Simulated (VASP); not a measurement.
Here is a VASP 6.6.1 calculation.

Contents of INCAR:

```
SYSTEM = Mn
ALGO     = Normal         ! electronic algorithm
EDIFF    = 1E-7           ! SCF threshold, eV
ENCUT    = 520            ! plane-wave cutoff, eV
GGA      = PS             ! functional
ISIF     = 2              ! what is computed and relaxed
ISMEAR   = -1             ! smearing method
LASPH    = .True.         ! aspherical terms in the spheres
LCHARG   = .False.        ! write CHGCAR
LREAL    = .False.        ! projectors in reciprocal space
LWAVE    = .False.        ! write WAVECAR
NBANDS   = 34             ! bands
NELM     = 100            ! most SCF steps
PREC     = Accurate       ! precision mode
SIGMA    = 0.1            ! smearing width, eV
```

File KPOINTS:

```
k-points
0
Gamma
  16 16 5
  0 0 0
```

File POSCAR:

```
Mn
1.0
    2.4873527153      0.0000000000      0.0000000000
   -1.2436763576      2.1541106397      0.0000000000
    0.0000000000      0.0000000000      8.0218316131
Mn
4
Direct
    1.0000000000      0.0000000000      1.0000000000
    1.0000000000      0.0000000000      0.5000000000
    0.3333333333      0.6666666667      0.2500000000
    0.6666666667      0.3333333333      0.7500000000
```

Potentials or basis: VASP PAW PBE potentials, release 64 (Mn_pv).

Run with:

```bash
$ cat potpaw_PBE.64/Mn_pv/POTCAR > POTCAR
$ mpirun -np 1 vasp_std > vasp.out
```

Task: Estimate the pressure.

Result: -11.1 GPa.

Task: What does it give for the band gap on the k mesh?

Result: Zero (bands 26 and 27 overlap by 2.17 eV).

Stress tensor (GPa, compression positive):
```
-11.09   0.00   0.00
  0.00 -11.09   0.00
  0.00   0.00 -11.24
```

Caveat: the cell stands under tension; the PAW data sets were made with another functional, which shifts forces and pressure a little; the run has no spin polarisation, though such a crystal can be magnetic. Spin polarisation is off, so any magnetic state and its effect on volume and gap are missing.
